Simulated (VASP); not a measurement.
Here is a VASP 6.6.1 calculation.

The input INCAR:

```
SYSTEM = CuSi16
PREC     = Accurate       ! precision mode
ENCUT    = 520            ! plane-wave cutoff, eV
EDIFF    = 1E-6           ! SCF threshold, eV
ISMEAR   = -1             ! smearing method
SIGMA    = 0.05           ! smearing width, eV
LREAL    = Auto         
LASPH    = .TRUE.         ! aspherical terms in the spheres
NELM     = 80             ! most SCF steps
ALGO     = Normal         ! electronic algorithm
ISIF     = 2              ! what is computed and relaxed
LWAVE    = .FALSE.        ! write WAVECAR
LCHARG   = .FALSE.        ! write CHGCAR
GGA      = PE             ! functional
NBANDS   = 52             ! bands
NELECT   = 74.0
```

File KPOINTS:

```
Automatic mesh
0
G
  2 2 2
  0 0 0
```

Contents of POSCAR:

```
CuSi16
1.0
    0.0000000000      5.4300000000      5.4300000000
    5.4300000000      0.0000000000      5.4300000000
    5.4300000000      5.4300000000      0.0000000000
Si Cu
16 1
Direct
    0.0233441068      0.0074651013     -0.0385363720
    0.1165507366      0.1184102210      0.1255790976
   -0.0069515654     -0.0031095764      0.4994841621
    0.1367739411      0.1366849908      0.5895374770
   -0.0138872928      0.5018907919      0.0097900552
    0.1166116022      0.6391786372      0.1254721915
   -0.0068957643      0.5102780847      0.4993848987
    0.1141122468      0.6241768877      0.6371811234
    0.5052114180     -0.0098401473      0.0039804788
    0.6521375691      0.1161364641      0.1152394107
    0.5133298343     -0.0017353591      0.4897576427
    0.6193193370      0.1226909761      0.6317662983
    0.5052727440      0.5003075506      0.0039011050
    0.6128181400      0.6185413444      0.1497319521
    0.4878447514      0.4955416206      0.5206616943
    0.6193760589      0.6258316759      0.6316867403
    0.2858657459      0.2759117864      1.1620114180
```

Potentials or basis: VASP PAW PBE potentials, release 64 (Si, Cu).

Run with:

```bash
$ cat potpaw_PBE.64/Si/POTCAR potpaw_PBE.64/Cu/POTCAR > POTCAR
$ mpirun -np 1 vasp_std > vasp.out
```

Q: Predict the largest force.

A: 0.048 eV/Å.

Forces in eV/Å, atoms in the order of the input:
```
Si   0.033 -0.011 -0.033
Si  -0.025 -0.031 -0.016
Si  -0.021 -0.013  0.013
Si   0.019  0.007 -0.020
Si  -0.013 -0.025  0.013
Si   0.017 -0.031  0.025
Si  -0.013 -0.013  0.021
Si  -0.014  0.020  0.015
Si  -0.041 -0.001 -0.006
Si   0.005  0.024 -0.004
Si   0.016 -0.024 -0.016
Si   0.002  0.028  0.002
Si   0.006 -0.001  0.039
Si  -0.002 -0.005  0.002
Si   0.005  0.029 -0.005
Si  -0.001  0.028 -0.002
Cu   0.027  0.020 -0.026
```

Caveat: the k points lie up to 0.50 Å⁻¹ apart; the cell carries a net charge on a neutralising background, which shifts energy and pressure.
